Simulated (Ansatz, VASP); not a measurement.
## Two plane-wave programs on CsGaCl2

```
Cs Ga Cl
1.0
     3.63948    0.00000    0.00000
    -1.81974    3.15188    0.00000
     0.00000    0.00000    5.83697
Cs Ga Cl
1 1 2
Direct
  0.00000 0.00000 0.50000
  0.00000 0.00000 0.00000
  0.33333 0.66667 0.91730
  0.66667 0.33333 0.08270
```

Alike in both runs: task single point; functional PBE; k mesh 6 × 6 × 4; occupations gaussian, width 0.1 eV; no spin polarisation.

```csv
,VASP,Ansatz
version,VASP 6.6.1,Ansatz 0.2.0
potentials or method,"VASP PAW PBE potentials, release 64 (Cs_sv, Ga_d, Cl), cutoff 520 eV","scalar-relativistic, plane waves, PAW"
valence electrons in the cell,36,36
```

|  | VASP | Ansatz | Ansatz less VASP |
| --- | --- | --- | --- |
| gap on the k mesh at the Fermi level (eV) | none | none | - |
| rms of the force components (eV/Å) | 3.468 | 3.480 | +0.0123 |

Atom by atom the forces differ by 0.012 eV/Å (rms over components). A gap of «none» marks a metal or a gap that the smearing closes.

Spin-orbit coupling is off throughout.
